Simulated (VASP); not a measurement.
# Cs in VASP: settings compared

Cs is run at these levels: PBE, PBE+D3(BJ); tasks: single point.

All numbers are computed with VASP 6.6.1; they aren't measurements. Logs are shortened: lines on timing, memory, paths and dates and some standing lists are left out, and cuts for length are marked.

## Step 1: The cell of the first run

The structure is cubic, space group Im-3m (No. 229). Conventional cell: a = 6.257 Å, b = 6.257 Å, c = 6.257 Å, α = 90.00°, β = 90.00°, γ = 90.00°.

## Step 2: Single point, PBE

The input, INCAR:

```
  PREC = Accurate
  ENCUT = 520
  EDIFF = 1E-6
  ISMEAR = -1
  SIGMA = 0.051703999572871064
  LREAL = F
  LASPH = T
  NELM = 60
  ALGO = Normal
  ISIF = 2
  LWAVE = F
  LCHARG = F
  GGA = PE
  ISYM = 0
  NBANDS = 10
```

The input, KPOINTS:

```
Automatic mesh
0
Gamma
  5 2 2
  0.5 0.5 0
```

The input, POSCAR:

```
Cs
1.0
   -3.1284650614      3.1284650614      3.1284650614
    3.1284650614     -3.1284650614      3.1284650614
    3.1284650614      3.1284650614     -3.1284650614
Cs
1
Direct
    0.0000000000      0.0000000000      0.0000000000
```

Potentials or basis: VASP PAW PBE potentials, release 64 (Cs_sv).

On the command line:

```sh
cat potpaw_PBE.64/Cs_sv/POTCAR > POTCAR
mpirun -np 1 vasp_std > vasp.out
```

OUTCAR:

```text
PREC = Accurate
   ENCUT = 520
   EDIFF = 1E-6
   ISMEAR = -1
   LREAL = F
   LASPH = T
   NELM = 60
   ISIF = 2
   GGA = PE
   ISYM = 0

 ion  position               nearest neighbor table
   1  0.000  0.000  0.000-

IMPORTANT INFORMATION: All symmetrisations will be switched off!
NOSYMM: (Re-)initialisation of all symmetry stuff for point group C_1.

----------------------------------------------------------------------------------------

                                     Primitive cell

  volume of cell :     122.4768

  direct lattice vectors                    reciprocal lattice vectors
    -3.128465061  3.128465061  3.128465061     0.000000000  0.159822785  0.159822785
     3.128465061 -3.128465061  3.128465061     0.159822785  0.000000000  0.159822785
     3.128465061  3.128465061 -3.128465061     0.159822785  0.159822785  0.000000000

  length of vectors
     5.418660436  5.418660436  5.418660436     0.226023551  0.226023551  0.226023551

  position of ions in fractional coordinates (direct lattice)
     0.000000000  0.000000000  0.000000000

  ion indices of the primitive-cell ions
   primitive index   ion index
                 1           1

----------------------------------------------------------------------------------------

 KPOINTS: Automatic mesh

Automatic generation of k-mesh.
 Grid dimensions read from file:
 generate k-points for:    5    2    2

 Generating k-lattice:

  Cartesian coordinates                     Fractional coordinates (reciprocal lattice)
     0.000000000  0.031964557  0.031964557     0.200000000  0.000000000  0.000000000
     0.079911393  0.000000000  0.079911393     0.000000000  0.500000000  0.000000000
     0.079911393  0.079911393  0.000000000     0.000000000  0.000000000  0.500000000

  Length of vectors
     0.045204710  0.113011775  0.113011775

  Shift w.r.t. Gamma in fractional coordinates (k-lattice)
     0.500000000  0.500000000  0.000000000

 -----------------------------------------------------------------------------
|                                                                             |
|           W    W    AA    RRRRR   N    N  II  N    N   GGGG   !!!           |
|           W    W   A  A   R    R  NN   N  II  NN   N  G    G  !!!           |
|           W    W  A    A  R    R  N N  N  II  N N  N  G       !!!           |
|           W WW W  AAAAAA  RRRRR   N  N N  II  N  N N  G  GGG   !            |
|           WW  WW  A    A  R   R   N   NN  II  N   NN  G    G                |
|           W    W  A    A  R    R  N    N  II  N    N   GGGG   !!!           |
|                                                                             |
|     Your reciprocal lattice and k-lattice belong to different lattice       |
|     classes:                                                                |
|                                                                             |
|        The reciprocal lattice is face-centered cubic,                       |
|        whereas your k-lattice is base-centered monoclinic.                  |
|                                                                             |
|     Results are often still useful ...                                      |
|                                                                             |
 -----------------------------------------------------------------------------

 WARNING: IBZKPT: internal override: KBLOWUP is changed to .FALSE.
      ... skipping the blow-up phase ...

 Subroutine IBZKPT returns following result:
 ===========================================

 Found     10 irreducible k-points:

 Following reciprocal coordinates:
            Coordinates               Weight
  0.100000  0.250000  0.000000      2.000000
  0.300000  0.250000  0.000000      2.000000
  0.500000  0.250000  0.000000      2.000000
 -0.300000  0.250000 -0.000000      2.000000
 -0.100000  0.250000  0.000000      2.000000
  0.100000  0.250000  0.500000      2.000000
  0.300000  0.250000  0.500000      2.000000
  0.500000  0.250000  0.500000      2.000000
 -0.300000  0.250000  0.500000      2.000000
 -0.100000  0.250000  0.500000      2.000000
   k-points           NKPTS =     10   k-points in BZ     NKDIM =     10   number of bands    NBANDS=     10
   number of dos      NEDOS =    301   number of ions     NIONS =      1
   total plane-waves  NPLWV =  64000
   dimension x,y,z NGX =    40 NGY =   40 NGZ =   40
   dimension x,y,z NGXF=    80 NGYF=   80 NGZF=   80
   ions per type =               1
   NGX,Y,Z   is equivalent  to a cutoff of  12.27, 12.27, 12.27 a.u.
   NGXF,Y,Z  is equivalent  to a cutoff of  24.54, 24.54, 24.54 a.u.
 SYSTEM =  unknown system
   PREC   = accura    normal or accurate (medium, high low for compatibility)
   ISTART =      0    job   : 0-new  1-cont  2-samecut
   ICHARG =      2    charge: 1-file 2-atom 10-const
   ISPIN  =      1    spin polarized calculation?
   LNONCOLLINEAR =      F non collinear calculations
   LSORBIT =      F    spin-orbit coupling
   LASPH  =      T    aspherical Exc in radial PAW
   ENCUT  =  520.0 eV  38.22 Ry    6.18 a.u.  10.08 10.08 10.08*2*pi/ulx,y,z
   NELM   =     60;   NELMIN=  2; NELMDL= -5     # of ELM steps
   EDIFF  = 0.1E-05   stopping-criterion for ELM
   LREAL  =      F    real-space projection
   EDIFFG = 0.1E-04   stopping-criterion for IOM
   NSW    =      0    number of steps for IOM
   IBRION =     -1    ionic relax: 0-MD 1-quasi-New 2-CG
   NFREE  =      0    steps in history (QN), initial steepest desc. (CG)
   ISIF   =      2    stress and relaxation
   ISYM   =      0    0-nonsym 1-usesym 2-fastsym
   POTIM  = 0.5000    time-step for ionic-motion
   TEBEG  =    0.0;   TEEND  =   0.0 temperature during run
   PSTRESS=    0.0 pullay stress
   NELECT =       9.0000    total number of electrons
   NUPDOWN=      -1.0000    fix difference up-down
   EMIN   =  10.00;   EMAX   =-10.00  energy-range for DOS
   EFERMI =   0.00;   METHOD = LEGACY
   ISMEAR =    -1;   SIGMA  =   0.05  broadening in eV -4-tet -1-fermi 0-gaus
   EFERMI_NEDOS =   21; number of points for ismear=-14 and -15
   IALGO  =     38    algorithm
   IMIX   =      4    mixing-type and parameters
     AMIX     =   0.40;   BMIX     =  1.00
     AMIX_MAG =   1.60;   BMIX_MAG =  1.00
  volume/ion in A,a.u.               =     122.48       826.51
  Fermi-wavevector in a.u.,A,eV,Ry     =   0.685706  1.295796  6.397353  0.470192
  Thomas-Fermi vector in A             =   1.765724
   LORBIT       =      0    0 simple, 1 ext, 2 COOP (PROOUT), +10 PAW based schemes
   GGA     = PE    functional components
   LHFCALC =     F    Hartree Fock is set to
   AEXX    =    0.0000 exact exchange contribution
   IVDW    =     0    specifies the selected vdW correction
   LEPSILON=     F    determine dielectric tensor
   LRPA    =     F    only Hartree local field effects (RPA)
 non-spin polarized calculation
  energy-cutoff  :      520.00
  volume of cell :      122.48
 maximum number of plane-waves:      3326
   NGX = 21   NGY = 21   NGZ = 21

 number of electron       8.9999999 magnetization

 Free energy of the ion-electron system (eV)
  ---------------------------------------------------
  ext. energy  EPLUGINS =         0.00000000
  ---------------------------------------------------
  free energy    TOTEN  =        -0.84421742 eV

  energy without entropy =       -0.82743152  energy(sigma->0) =       -0.83582447

 E-fermi :   0.3614     XC(G=0):  -5.2517

 val. band max:        0.3123628718   @ k =   0.5000   0.2500   0.0000
 cond. band min:       0.4107703156   @ k =   0.3000   0.2500   0.5000
 fundamental gap:      0.0984074439
 Fermi energy:         0.3614014443

 k-point     1 :       0.1000    0.2500    0.0000
  band No.  band energies     occupation
      1     -23.5895      2.00000
      2     -10.4229      2.00000
      3     -10.3737      2.00000
      4     -10.3401      2.00000
      5      -0.3927      2.00000
      6       1.7692      0.00000
      7       2.0954      0.00000
      8       3.3391      0.00000
      9       3.6838      0.00000
     10       3.8020      0.00000

 k-point     2 :       0.3000    0.2500    0.0000
  band No.  band energies     occupation
      1     -23.5877      2.00000
      2     -10.4350      2.00000
      3     -10.4066      2.00000
      4     -10.3493      2.00000
      5       0.5739      0.03227
      6       1.3057      0.00000
      7       1.5952      0.00000
      8       3.4128      0.00000
      9       3.6072      0.00000
     10       4.1073      0.00000

 k-point     3 :       0.5000    0.2500    0.0000
  band No.  band energies     occupation
      1     -23.5880      2.00000
      2     -10.4362      2.00000
      3     -10.3972      2.00000
      4     -10.3479      2.00000
      5       0.3124      1.44161
      6       1.4262      0.00000
      7       1.7160      0.00000
      8       3.4519      0.00000
      9       3.5763      0.00000
     10       4.1674      0.00000

 k-point     4 :      -0.3000    0.2500   -0.0000
  band No.  band energies     occupation
      1     -23.5900      2.00000
      2     -10.4158      2.00000
      3     -10.3678      2.00000
      4     -10.3376      2.00000
      5      -0.5675      2.00000
      6       1.8941      0.00000
      7       2.1966      0.00000
      8       3.3859      0.00000
      9       3.5264      0.00000
     10       3.6733      0.00000
[... 40 lines left out ...]
 k-point     8 :       0.5000    0.2500    0.5000
  band No.  band energies     occupation
      1     -23.5861      2.00000
      2     -10.4329      2.00000
      3     -10.4057      2.00000
      4     -10.3885      2.00000
      5       0.9199      0.00004
      6       1.0412      0.00000
      7       2.2549      0.00000
      8       2.4361      0.00000
      9       3.5918      0.00000
     10       4.7142      0.00000

 k-point     9 :      -0.3000    0.2500    0.5000
  band No.  band energies     occupation
      1     -23.5858      2.00000
      2     -10.4290      2.00000
      3     -10.4060      2.00000
      4     -10.3979      2.00000
      5       0.9237      0.00004
      6       1.1030      0.00000
      7       2.1256      0.00000
      8       2.6476      0.00000
      9       3.4781      0.00000
     10       4.5810      0.00000

 k-point    10 :      -0.1000    0.2500    0.5000
  band No.  band energies     occupation
      1     -23.5873      2.00000
      2     -10.4304      2.00000
      3     -10.4070      2.00000
      4     -10.3619      2.00000
      5       0.5312      0.07227
      6       1.2847      0.00000
      7       1.8301      0.00000
      8       3.0342      0.00000
      9       3.5774      0.00000
     10       4.3453      0.00000

------------------------ aborting loop because EDIFF is reached ----------------------------------------

  FORCE on cell =-STRESS in cart. coord.  units (eV):
  Direction    XX          YY          ZZ          XY          YZ          ZX
  --------------------------------------------------------------------------------------
  -------------------------------------------------------------------------------------
  Total       -0.1116911      0.0350526     -0.0434802     -0.1158003     -0.0562340     -0.0206064
  in kB       -1.4610848      0.4585400     -0.5687850     -1.5148379     -0.7356240     -0.2695625
  external PRESSURE =      -0.5237766 kB  Pullay stress =       0.0000000 kB

 VOLUME and BASIS-vectors are now :
 -----------------------------------------------------------------------------
  energy-cutoff  :      520.00
  volume of cell :      122.48
      direct lattice vectors                 reciprocal lattice vectors
    -3.128465061  3.128465061  3.128465061     0.000000000  0.159822785  0.159822785
     3.128465061 -3.128465061  3.128465061     0.159822785  0.000000000  0.159822785
     3.128465061  3.128465061 -3.128465061     0.159822785  0.159822785  0.000000000

 POSITION                                       TOTAL-FORCE (eV/Angst)
 -----------------------------------------------------------------------------------
      0.00000      0.00000      0.00000         0.000002     -0.000000     -0.000001
 -----------------------------------------------------------------------------------
    total drift:                                0.000002     -0.000000     -0.000001

  FREE ENERGIE OF THE ION-ELECTRON SYSTEM (eV)
  ---------------------------------------------------
  free  energy   TOTEN  =        -0.8442174175 eV

  energy  without entropy=       -0.8274315230  energy(sigma->0) =       -0.83582447
```

Wall time 21 s (1 thread of Intel Xeon 8259CL, shared host); peak memory 0.23 GiB.

Results:

* Free energy: -0.8442 eV
* Pressure: -0.1 GPa
* Band gap on the k mesh: zero (an odd number of electrons rules out a gap without spin polarisation)

Caveat: the k points lie up to 0.62 Å⁻¹ apart, too coarse for converged energies and pressures of a metal; spin-orbit coupling is left out, which moves the levels of the heavy elements.

## Step 3: Single point, PBE

The input, INCAR:

```
PREC = Accurate ; ENCUT = 520
EDIFF = 1E-7 ; ISMEAR = 0
SIGMA = 0.1 ; LREAL = False
LASPH = True ; NELM = 100
ALGO = Normal ; ISIF = 2
LWAVE = False ; LCHARG = False
GGA = PE ; ISYM = 0
NBANDS = 10
```

The input, KPOINTS:

```
Automatic mesh
0
Gamma
  1 4 5
  0.25 0.25 0.25
```

POSCAR is that of step 2.

Potentials or basis: VASP PAW PBE potentials, release 64 (Cs_sv).

On the command line:

```sh
cat potpaw_PBE.64/Cs_sv/POTCAR > POTCAR
mpirun -np 1 vasp_std > vasp.out
```

Run time: 31 s. Hardware: 1 thread of Intel Xeon 8259CL, shared host; peak memory 0.23 GiB.

The run converged. Its results:

```
Free energy            : -0.8668 eV
Pressure               : -0.1 GPa
Band gap on the k mesh : zero (an odd number of electrons rules out a gap without spin polarisation)
```

Levels at points of the mesh, in eV from the Fermi level:
| k point | band 1 | band 2 | band 3 | band 4 | band 5 | band 6 | band 7 | band 8 |
| --- | --- | --- | --- | --- | --- | --- | --- | --- |
| (0.25, 0.06, 0.05) | -23.80 | -10.63 | -10.58 | -10.55 | -0.57 | 1.54 | 1.86 | 3.31 |

Caveat: the k points lie up to 0.58 Å⁻¹ apart, too coarse for converged energies and pressures of a metal; spin-orbit coupling is left out, which moves the levels of the heavy elements.

## Step 4: Single point, PBE, collinear spin

The input, INCAR:

```
SYSTEM = Cs
  ALGO = Normal
  EDIFF = 1E-6
  ENCUT = 520
  GGA = PE
  ISIF = 2
  ISMEAR = 0
  ISPIN = 2
  LASPH = .TRUE.
  LCHARG = .FALSE.
  LORBIT = 11
  LREAL = .FALSE.
  LWAVE = .FALSE.
  MAGMOM = 2.25
  NBANDS = 14
  NELM = 150
  NUPDOWN = 3.0
  PREC = Accurate
  SIGMA = 0.1
```

The input, KPOINTS:

```
k-points
0
G
  4 4 4
  0 0 0
```

POSCAR is that of step 3.

On the command line:

```sh
cat potpaw_PBE.64/Cs_sv/POTCAR > POTCAR
mpirun -np 1 vasp_std > vasp.out
```

Wall time 47 s (1 thread of Intel Xeon 8259CL, shared host); peak memory 0.27 GiB.

The run converged. Its results:

* Free energy: 11.4468 eV
* Pressure: -1.8 GPa
* Net moment: 3.00 μB per cell
* Site moments: Cs +1.06 μB
* Valence electrons inside the program's atomic spheres: Cs 6.05

Caveat: spin-orbit coupling is left out, which moves the levels of the heavy elements; the total moment is fixed, so each spin has its own Fermi level and the state may be an excited one.

## Step 5: Single point, PBE+D3(BJ)

This run uses another cell than the first one, of 120.89 Å³/atom.

The input, INCAR:

```
SYSTEM = Cs
ALGO = Normal
EDIFF = 1E-6
ENCUT = 520
GGA = PE
ISIF = 2
ISMEAR = 1
IVDW = 12
LASPH = .TRUE.
LCHARG = .TRUE.
LELF = .TRUE.
LREAL = .FALSE.
LVHAR = .TRUE.
LWAVE = .FALSE.
NBANDS = 10
NELM = 80
PREC = Accurate
SIGMA = 0.13605693122994
```

KPOINTS is that of step 4.

The input, POSCAR:

```
Cs
1.0
   -3.1097801566      3.1417168206      3.1187797221
    3.0835954302     -3.1314669806      3.0823451556
    3.1208205087      3.1425073327     -3.1085298821
Cs
1
Direct
    0.0000000000      0.0000000000      0.0000000000
```

On the command line:

```sh
cat potpaw_PBE.64/Cs_sv/POTCAR > POTCAR
mpirun -np 1 vasp_std > vasp.out
```

It took 43 s on 1 thread of Intel Xeon 8259CL, shared host; peak memory 0.25 GiB.

The run converged. Its results:

```
Free energy                : -0.8854 eV
Pressure                   : -0.1 GPa
Band gap on the k mesh     : zero (an odd number of electrons rules out a gap without spin polarisation)
Dispersion energy per atom : -0.085 eV
```

Levels at points of the mesh, in eV from the Fermi level:
| k point | band 1 | band 2 | band 3 | band 4 | band 5 | band 6 | band 7 | band 8 |
| --- | --- | --- | --- | --- | --- | --- | --- | --- |
| (0.00, 0.00, 0.00) | -23.90 | -10.65 | -10.65 | -10.64 | -1.64 | 2.42 | 2.45 | 2.49 |
| (0.50, 0.00, 0.00) | -23.89 | -10.76 | -10.68 | -10.65 | 0.03 | 0.80 | 1.65 | 3.08 |
| (0.00, 0.50, 0.00) | -23.89 | -10.76 | -10.69 | -10.65 | 0.07 | 0.85 | 1.60 | 3.11 |
| (0.50, 0.50, 0.00) | -23.89 | -10.76 | -10.68 | -10.65 | 0.04 | 0.81 | 1.66 | 3.07 |
| (0.00, 0.00, 0.50) | -23.89 | -10.76 | -10.68 | -10.65 | 0.03 | 0.80 | 1.66 | 3.08 |
| (0.50, 0.00, 0.50) | -23.89 | -10.76 | -10.68 | -10.65 | 0.04 | 0.81 | 1.60 | 3.15 |
| (0.00, 0.50, 0.50) | -23.89 | -10.76 | -10.68 | -10.65 | 0.04 | 0.81 | 1.65 | 3.07 |
| (0.50, 0.50, 0.50) | -23.89 | -10.73 | -10.73 | -10.73 | 0.67 | 0.69 | 2.81 | 2.91 |

Caveat: spin-orbit coupling is left out, which moves the levels of the heavy elements.

## Step 6: Summary

| level | spin | fixed moment (μB) | cell | k mesh | smearing | gap on the mesh (eV) | pressure (GPa) |
| --- | --- | --- | --- | --- | --- | --- | --- |
| PBE | off | - | a = 5.419 Å, angles 109.5°, 1 atom | 5 × 2 × 2, shifted | fermi-dirac 0.051704 eV | none | -0.1 |
| PBE | off | - | a = 5.419 Å, angles 109.5°, 1 atom | 1 × 4 × 5, shifted | gaussian 0.1 eV | none | -0.1 |
| PBE | collinear | 3.0 | a = 5.419 Å, angles 109.5°, 1 atom | 4 × 4 × 4 | gaussian 0.1 eV | - | -1.8 |
| PBE+D3(BJ) | off | - | a = 5.410, b = 5.368, c = 5.411 Å, angles 109.7, 109.0, 109.8°, 1 atom | 4 × 4 × 4 | methfessel-paxton 0.136057 eV | none | -0.1 |

Alike in all rows: task single point; potentials or basis VASP PAW PBE potentials, release 64 (Cs_sv); cutoff (eV) 520.

Caveats: some runs use coarse meshes; spin-orbit coupling is left out, which moves the levels of the heavy elements; the total moment is fixed, so each spin has its own Fermi level and the state may be an excited one (at least some runs).

Total energies depend on the potentials used, so only differences within one code and one set of settings carry meaning.

The gap in the log of VASP goes by the Fermi energy; the results here count the filled bands.